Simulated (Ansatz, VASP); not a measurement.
**One calculation of Sn3Br, two programs**

```xyz
4
Lattice="5.7821 0.0000 0.0000 0.0000 5.7821 0.0000 0.0000 0.0000 3.3983" Properties=species:S:1:pos:R:3 pbc="T T T"
Sn    0.0000    2.8910    1.6991
Sn    2.8910    0.0000    1.6991
Sn    2.8910    2.8910    0.0000
Br    0.0000    0.0000    0.0000
```

Alike in both runs: functional PBE; k mesh 4 × 4 × 6; occupations gaussian, width 0.1 eV; no spin polarisation.

Ansatz relaxed the structure, and its values are those at the end. VASP's run is a single point on that final structure, the one shown.

|  | VASP | Ansatz |
| --- | --- | --- |
| version | VASP 6.6.1 | Ansatz 0.2.0 |
| potentials or method | VASP PAW PBE potentials, release 64 (Sn_d, Br), cutoff 520 eV | scalar-relativistic, plane waves, PAW |
| valence electrons in the cell | 49 | 49 |

```tsv
	VASP	Ansatz	Ansatz less VASP
gap on the k mesh at the Fermi level (eV)	none	none	-
pressure (GPa)	0.0	0.0	+0.04
```

A gap of «none» marks a metal or a gap that the smearing closes.
